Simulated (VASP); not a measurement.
# Rb2PdC2 (P-3m1) in VASP: further runs, part 2 of 2

VASP 6.6.1. Earlier steps stand in the parts before.

### Step 5. Relaxation of shape and atoms at fixed volume, LDA (22.92 Å³/atom)

This run uses another cell than the first one, of 22.92 Å³/atom.

File INCAR:

```
SYSTEM = Rb2PdC2
PREC = Accurate ; ENCUT = 600
EDIFF = 1E-6 ; ISMEAR = 0
SIGMA = 0.02 ; LREAL = .FALSE.
LASPH = .TRUE. ; NELM = 80
ALGO = Normal ; ISIF = 4
LWAVE = .FALSE. ; LCHARG = .FALSE.
IBRION = 2 ; NSW = 50
EDIFFG = -0.01
```

File KPOINTS:

```
regular mesh
0
G
  6 6 6
  0 0 0
```

File POSCAR:

```
Rb2PdC2
1.0
    5.0785070652      0.0000000000      0.0000000000
   -2.5392535326      4.3981161318      0.0000000000
    0.0000000000      0.0000000000      5.1303902560
Rb Pd C
2 1 2
Direct
    0.3333333333      0.6666666667      0.2801875997
    0.6666666667      0.3333333333      0.7198124003
    0.0000000000      0.0000000000      0.0000000000
    0.0000000000      0.0000000000      0.3785309197
    0.0000000000      0.0000000000      0.6214690803
```

Potentials or basis: VASP PAW LDA potentials, release 64 (Rb_sv, Pd, C).

Launch:

```console
$ cat potpaw_LDA.64/Rb_sv/POTCAR potpaw_LDA.64/Pd/POTCAR potpaw_LDA.64/C/POTCAR > POTCAR
$ mpirun -np 1 vasp_std > vasp.out
```

OUTCAR:

```text
SYSTEM = Rb2PdC2
   PREC = Accurate
   ENCUT = 600
   EDIFF = 1E-6
   ISMEAR = 0
   LREAL = .FALSE.
   LASPH = .TRUE.
   NELM = 80
   ISIF = 4
   IBRION = 2
   NSW = 50
   EDIFFG = -0.01

 ion  position               nearest neighbor table
   1  0.333  0.667  0.280-   4 2.98   4 2.98   4 2.98   3 3.27   3 3.27   3 3.27   5 3.42   5 3.42
                             5 3.42   2 3.70   2 3.70   2 3.70   2 4.11   2 4.11   2 4.11
   2  0.667  0.333  0.720-   5 2.98   5 2.98   5 2.98   3 3.27   3 3.27   3 3.27   4 3.42   4 3.42
                             4 3.42   1 3.70   1 3.70   1 3.70   1 4.11   1 4.11   1 4.11
   3  0.000  0.000  0.000-   4 1.94   5 1.94   1 3.27   2 3.27   2 3.27   1 3.27   2 3.27   1 3.27

   4  0.000  0.000  0.379-   5 1.25   3 1.94   1 2.98   1 2.98   1 2.98   2 3.42   2 3.42   2 3.42

   5  0.000  0.000  0.621-   4 1.25   3 1.94   2 2.98   2 2.98   2 2.98   1 3.42   1 3.42   1 3.42

  LATTYP: Found a hexagonal cell.
 ALAT       =     5.0785070652
 C/A-ratio  =     1.0102162289

  Lattice vectors:

 A1 = (   5.0785070652,   0.0000000000,   0.0000000000)
 A2 = (  -2.5392535326,   4.3981161318,   0.0000000000)
 A3 = (   0.0000000000,   0.0000000000,   5.1303902560)

Analysis of symmetry for initial positions (statically):
=====================================================================
 Subroutine PRICEL returns:
 Original cell was already a primitive cell.

 Routine SETGRP: Setting up the symmetry group for a
 hexagonal supercell.

 Subroutine GETGRP returns: Found 12 space group operations
 (whereof 12 operations were pure point group operations)
 out of a pool of 24 trial point group operations.

The static configuration has the point symmetry D_3d.

Analysis of symmetry for dynamics (positions and initial velocities):
=====================================================================
 Subroutine PRICEL returns:
 Original cell was already a primitive cell.

 Routine SETGRP: Setting up the symmetry group for a
 hexagonal supercell.

 Subroutine GETGRP returns: Found 12 space group operations
 (whereof 12 operations were pure point group operations)
 out of a pool of 24 trial point group operations.

The dynamic configuration has the point symmetry D_3d.

 Subroutine INISYM returns: Found 12 space group operations
 (whereof 12 operations are pure point group operations),
 and found     1 'primitive' translations

----------------------------------------------------------------------------------------

                                     Primitive cell

  volume of cell :     114.5917

  direct lattice vectors                    reciprocal lattice vectors
     5.078507065  0.000000000  0.000000000     0.196908262  0.113685038  0.000000000
    -2.539253533  4.398116132  0.000000000     0.000000000  0.227370076  0.000000000
     0.000000000  0.000000000  5.130390256     0.000000000  0.000000000  0.194916946

  length of vectors
     5.078507065  5.078507065  5.130390256     0.227370076  0.227370076  0.194916946

  position of ions in fractional coordinates (direct lattice)
     0.333333333  0.666666667  0.280187600
     0.666666667  0.333333333  0.719812400
     0.000000000  0.000000000  0.000000000
     0.000000000  0.000000000  0.378530920
     0.000000000  0.000000000  0.621469080

[... 60 lines left out ...]
 [... further k-points ...]
   k-points           NKPTS =     34   k-points in BZ     NKDIM =     34   number of bands    NBANDS=     22
   number of dos      NEDOS =    301   number of ions     NIONS =      5
   total plane-waves  NPLWV =  74088
   dimension x,y,z NGX =    42 NGY =   42 NGZ =   42
   dimension x,y,z NGXF=    84 NGYF=   84 NGZF=   84
   ions per type =               2   1   2
   NGX,Y,Z   is equivalent  to a cutoff of  13.75, 13.75, 13.61 a.u.
   NGXF,Y,Z  is equivalent  to a cutoff of  27.50, 27.50, 27.22 a.u.
 SYSTEM =  Rb2PdC2
   PREC   = accura    normal or accurate (medium, high low for compatibility)
   ISTART =      0    job   : 0-new  1-cont  2-samecut
   ICHARG =      2    charge: 1-file 2-atom 10-const
   ISPIN  =      1    spin polarized calculation?
   LNONCOLLINEAR =      F non collinear calculations
   LSORBIT =      F    spin-orbit coupling
   LASPH  =      T    aspherical Exc in radial PAW
   ENCUT  =  600.0 eV  44.10 Ry    6.64 a.u.  10.14 10.14 10.25*2*pi/ulx,y,z
   NELM   =     80;   NELMIN=  2; NELMDL= -5     # of ELM steps
   EDIFF  = 0.1E-05   stopping-criterion for ELM
   LREAL  =      F    real-space projection
   EDIFFG = -.1E-01   stopping-criterion for IOM
   NSW    =     50    number of steps for IOM
   IBRION =      2    ionic relax: 0-MD 1-quasi-New 2-CG
   NFREE  =      1    steps in history (QN), initial steepest desc. (CG)
   ISIF   =      4    stress and relaxation
   ISYM   =      2    0-nonsym 1-usesym 2-fastsym
   POTIM  = 0.5000    time-step for ionic-motion
   TEBEG  =    0.0;   TEEND  =   0.0 temperature during run
   PSTRESS=    0.0 pullay stress
   NELECT =      36.0000    total number of electrons
   NUPDOWN=      -1.0000    fix difference up-down
   EMIN   =  10.00;   EMAX   =-10.00  energy-range for DOS
   EFERMI =   0.00;   METHOD = LEGACY
   ISMEAR =     0;   SIGMA  =   0.02  broadening in eV -4-tet -1-fermi 0-gaus
   EFERMI_NEDOS =   21; number of points for ismear=-14 and -15
   IALGO  =     38    algorithm
   IMIX   =      4    mixing-type and parameters
     AMIX     =   0.40;   BMIX     =  1.00
     AMIX_MAG =   1.60;   BMIX_MAG =  1.00
  volume/ion in A,a.u.               =      22.92       154.66
  Fermi-wavevector in a.u.,A,eV,Ry     =   1.112905  2.103085 16.851587  1.238557
  Thomas-Fermi vector in A             =   2.249484
   LORBIT       =      0    0 simple, 1 ext, 2 COOP (PROOUT), +10 PAW based schemes
   GGA     = CA    functional components
   LHFCALC =     F    Hartree Fock is set to
   AEXX    =    0.0000 exact exchange contribution
   IVDW    =     0    specifies the selected vdW correction
   LEPSILON=     F    determine dielectric tensor
   LRPA    =     F    only Hartree local field effects (RPA)
 conjugate gradient relaxation of ions
 non-spin polarized calculation
 Gauss-broadening in eV      SIGMA  =   0.02
  energy-cutoff  :      600.00
  volume of cell :      114.59
 maximum number of plane-waves:      3861
 NGX is ok and might be reduce to    42
   NGX = 21   NGY = 21   NGZ = 21

--------------------------------------- Ionic step        1  -------------------------------------------

 number of electron      36.0000004 magnetization

 Free energy of the ion-electron system (eV)
  ---------------------------------------------------
  ext. energy  EPLUGINS =         0.00000000
  ---------------------------------------------------
  free energy    TOTEN  =       -28.44022120 eV

  energy without entropy =      -28.44022120  energy(sigma->0) =      -28.44022120

------------------------ aborting loop because EDIFF is reached ----------------------------------------

  FORCE on cell =-STRESS in cart. coord.  units (eV):
  Direction    XX          YY          ZZ          XY          YZ          ZX
  --------------------------------------------------------------------------------------
  -------------------------------------------------------------------------------------
  Total        1.4620272      1.4620272      4.0738795      0.0000000     -0.0000000      0.0000000
  in kB       20.4415058     20.4415058     56.9594263      0.0000000     -0.0000000      0.0000000
  external PRESSURE =      32.6141460 kB  Pullay stress =       0.0000000 kB
[... 299 lines left out ...]
--------------------------------------- Ionic step        9  -------------------------------------------

 number of electron      36.0000003 magnetization

 Free energy of the ion-electron system (eV)
  ---------------------------------------------------
  ext. energy  EPLUGINS =         0.00000000
  ---------------------------------------------------
  free energy    TOTEN  =       -28.45145768 eV

  energy without entropy =      -28.45145768  energy(sigma->0) =      -28.45145768

 E-fermi :   1.7780     XC(G=0):  -9.1699

 val. band max:        1.6311457299   @ k =   0.5000  -0.0000   0.5000
 cond. band min:       3.2140737783   @ k =   0.5000  -0.0000   0.5000
 fundamental gap:      1.5829280484
 Fermi energy:         1.7779845402

 k-point     1 :       0.0000    0.0000    0.0000
  band No.  band energies     occupation
      1     -24.7067      2.00000
      2     -24.5681      2.00000
      3     -11.4299      2.00000
      4      -9.1781      2.00000
      5      -9.0528      2.00000
      6      -9.0528      2.00000
[... 589 lines left out ...]
     21       5.8026      0.00000
     22       6.9422      0.00000

 [... further k-points ...]

------------------------ aborting loop because EDIFF is reached ----------------------------------------

  FORCE on cell =-STRESS in cart. coord.  units (eV):
  Direction    XX          YY          ZZ          XY          YZ          ZX
  --------------------------------------------------------------------------------------
  -------------------------------------------------------------------------------------
  Total        1.6428510      1.6428510      1.6614117      0.0000000     -0.0000000      0.0000000
  in kB       22.9697145     22.9697145     23.2292229      0.0000000     -0.0000000      0.0000000
  external PRESSURE =      23.0562173 kB  Pullay stress =       0.0000000 kB
[... 20 lines left out ...]
  FREE ENERGIE OF THE ION-ELECTRON SYSTEM (eV)
  ---------------------------------------------------
  free  energy   TOTEN  =       -28.4514576842 eV

  energy  without entropy=      -28.4514576842  energy(sigma->0) =      -28.45145768

 reached required accuracy - stopping structural energy minimisation
```

CONTCAR:

```text
Rb2PdC2
   1.00000000000000
     5.0574975371951556   -0.0000000000000000    0.0000000000000000
    -2.5287487685975778    4.3799213468271665   -0.0000000000000000
     0.0000000000000000   -0.0000000000000000    5.1731034587264189
  Rb              Pd              C
     2     1     2
Direct
     0.3333333332999970    0.6666666667000030    0.2803318506803161
     0.6666666667000030    0.3333333332999970    0.7196681493196838
     0.0000000000000000    0.0000000000000000    1.0000000000000000
     1.0000000000000000    0.0000000000000000    0.3784243079482899
     0.0000000000000000    0.0000000000000000    0.6215756920517100

  0.00000000E+00  0.00000000E+00  0.00000000E+00
  0.00000000E+00  0.00000000E+00  0.00000000E+00
  0.00000000E+00  0.00000000E+00  0.00000000E+00
  0.00000000E+00  0.00000000E+00  0.00000000E+00
  0.00000000E+00  0.00000000E+00  0.00000000E+00
```

It took 3.7 min on 1 thread of Intel Xeon 6975P-C (Granite Rapids), shared host; peak memory 0.29 GiB.

What came out:

```
Free energy                  : -28.4515 eV
Energy gained by relaxing    : 2.2 meV/atom
Ionic steps                  : 9
Pressure after relaxing      : 2.3 GPa
Largest force after relaxing : 0.007 eV/Å
Band gap on the k mesh       : 1.58 eV
```

Forces on the atoms (eV/Å):
```
Rb   0.000  0.000  0.007
Rb   0.000  0.000 -0.007
Pd   0.000  0.000  0.000
C    0.000  0.000  0.004
C    0.000  0.000 -0.004
```

The path:
```csv
step,energy change (eV),largest force (eV/Å),pressure (GPa),volume (Å³)
1,0.0000,0.6884,3.26,114.59
2,0.1820,4.6664,0.13,114.59
3,-0.0062,0.3600,2.68,114.59
4,-0.0063,0.3131,2.71,114.59
5,-0.0101,0.0801,2.07,114.59
6,-0.0112,0.0414,2.28,114.59
7,-0.0112,0.0465,2.29,114.59
8,-0.0109,0.2305,2.43,114.59
9,-0.0112,0.0067,2.31,114.59
```

Final structure:
```yaml
crystal:
  lattice:
    - [5.05750, 0.00000, 0.00000]
    - [-2.52875, 4.37992, 0.00000]
    - [0.00000, 0.00000, 5.17310]
  atoms:
    - { symbol: Rb, position: [0.33333, 0.66667, 0.28033] }
    - { symbol: Rb, position: [0.66667, 0.33333, 0.71967] }
    - { symbol: Pd, position: [0.00000, 0.00000, 0.00000] }
    - { symbol: C, position: [0.00000, 0.00000, 0.37842] }
    - { symbol: C, position: [0.00000, 0.00000, 0.62158] }
```

Levels at points of the mesh, in eV from the valence-band top:
```tsv
k point	band 16	band 17	band 18	band 19	band 20	band 21
(0.00, 0.00, 0.00)	-1.52	-1.27	-1.27	3.84	4.27	5.10
(0.50, 0.00, 0.00)	-1.38	-1.23	-0.49	2.49	3.31	4.32
(0.00, 0.00, 0.50)	-1.26	-0.06	-0.06	2.23	2.23	4.18
(0.50, 0.00, 0.50)	-0.85	-0.07	0.00	1.58	2.96	4.85
```

A k mesh can miss the band edges.

### Step 6. Overview

| task | potentials or basis | cell | cutoff (eV) | gap on the mesh (eV) | pressure (GPa) | largest force (eV/Å) |
| --- | --- | --- | --- | --- | --- | --- |
| single point | VASP PAW LDA potentials, release 64 (Rb_sv, Pd_sv_GW, C) | a = 4.983, b = 4.983, c = 5.159 Å, angles 90.0, 90.0, 120.0°, 5 atoms, atomic positions A | 700 | 1.62 | 3.8 | 0.02 |
| relaxation of shape and atoms at fixed volume | VASP PAW LDA potentials, release 64 (Rb_sv, Pd, C) | relaxed from a = 4.928, b = 4.928, c = 5.101 Å, angles 90.0, 90.0, 120.0°, 5 atoms, atomic positions A | 600 | 1.65 | 5.5 | 0.01 |
| relaxation of shape and atoms at fixed volume | VASP PAW LDA potentials, release 64 (Rb_sv, Pd, C) | relaxed from a = 5.004, b = 5.004, c = 5.117 Å, angles 90.0, 90.0, 120.0°, 5 atoms, atomic positions B | 600 | 1.61 | 3.8 | 0.01 |
| relaxation of shape and atoms at fixed volume | VASP PAW LDA potentials, release 64 (Rb_sv, Pd, C) | relaxed from a = 5.079, b = 5.079, c = 5.130 Å, angles 90.0, 90.0, 120.0°, 5 atoms, atomic positions C | 600 | 1.58 | 2.3 | 0.01 |

Alike in all rows: level LDA; no spin polarisation; k mesh 6 × 6 × 6; smearing gaussian 0.02 eV.

Caveats: the cell stands under pressure (at least some runs).

Absolute energies hang on the potentials; compare differences alone.
